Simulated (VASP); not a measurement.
Runs of VASP 6.6.1 on BN. The structure is that of space group P4_2/mnm (No. 136), or close to it. The cells are those of the table. 

```csv
cell,gap on the mesh (eV),pressure (GPa),largest force (eV/Å)
"a = 4.365, b = 4.365, c = 2.538 Å, 8 atoms",4.56,6.2,0.12
"a = 4.365, b = 4.365, c = 2.614 Å, 8 atoms",(b),-5.1,0.35
"a = 4.266, b = 4.266, c = 2.690 Å, 8 atoms",4.48,1.8,1.08
"a = 4.299, b = 4.299, c = 2.690 Å, 8 atoms",4.50,-4.0,0.86
"a = 4.266, b = 4.266, c = 2.767 Å, 8 atoms",4.02,-6.9,1.21
"a = 4.332, b = 4.332, c = 2.690 Å, 8 atoms",4.52,-9.4,0.67
"a = 4.332, b = 4.332, c = 2.614 Å, 8 atoms",4.53,0.3,0.50
"a = 4.530, b = 4.530, c = 2.386 Å, 8 atoms",4.40,7.6,0.84
"a = 4.464, b = 4.464, c = 2.462 Å, 8 atoms",4.60,3.1,0.44
"a = 4.497, b = 4.497, c = 2.462 Å, 8 atoms",4.57,-1.8,0.49
"a = 4.431, b = 4.431, c = 2.538 Å, 8 atoms",4.61,(a),0.10
"a = 4.431, b = 4.431, c = 2.462 Å, 8 atoms",4.63,8.4,0.37
```

Alike in all rows: task single point; level PBEsol; potentials or basis VASP PAW PBE potentials, release 64 (B, N); no spin polarisation; k mesh 6 × 6 × 10; cutoff (eV) 520; smearing gaussian 0.05 eV.

Estimate the missing entries.

(a) -4.4; (b) 4.55.

Caveats: the PAW data sets were made with another functional, which shifts forces and pressure a little; the stress differs along the axes, from 2 to 8 GPa (at least some runs); the stress differs along the axes, from -26 to 5 GPa (at least some runs); the stress differs along the axes, from -46 to 26 GPa (at least some runs); the stress differs along the axes, from -47 to 17 GPa (at least some runs); the stress differs along the axes, from -65 to 22 GPa (at least some runs); the stress differs along the axes, from -47 to 10 GPa (at least some runs).

A k mesh can miss the band edges.
